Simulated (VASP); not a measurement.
MgO, 4 atoms in the cell. Symmetry: P6_3/mmc, No. 194, hexagonal system. Conventional cell: a = 2.916 Å, b = 2.916 Å, c = 5.082 Å, α = 90.00°, β = 90.00°, γ = 120.00°. Within 2.8 Å of Mg (site symmetry -3m) lie 6 O at 2.11 Å and 2 Mg at 2.54 Å. Within 2.8 Å of O (site symmetry -6m2) lie 6 Mg at 2.11 Å. 

| Quantity | Value |
| --- | --- |
| Program | VASP 6.6.1 |
| Task | single point |
| Functional | r2SCAN |
| Dispersion | rVV10 |
| Potentials or basis | VASP PAW PBE potentials, release 64 (Mg, O) |
| Cutoff | 660 eV |
| k mesh | 12 × 12 × 6 |
| Occupations | fermi-dirac, width 0.03 eV |
| Spin | no spin polarisation |
| Dipole correction | no |
| Further INCAR settings | ALGO = Normal; EDIFF = 1e-06; NBANDS = 16 |

Potentials or basis: VASP PAW PBE potentials, release 64 (Mg, O).

Launch:

```bash
$ cat potpaw_PBE.64/Mg/POTCAR potpaw_PBE.64/O/POTCAR > POTCAR
$ cp INCAR.step1 INCAR
$ mpirun -np 1 vasp_std > vasp.out
$ cp INCAR.step2 INCAR
$ mpirun -np 1 vasp_std > vasp.out
```

Hardware: 1 thread of AMD EPYC 9R45 96-Core Processor (Zen 5), on a shared host.

Estimate the wall time of this run.

Run time: 2.8 min on 1 thread of AMD EPYC 9R45 96-Core Processor (Zen 5), with other jobs on the host, peak memory 0.3 GiB. Counts: k points 76.
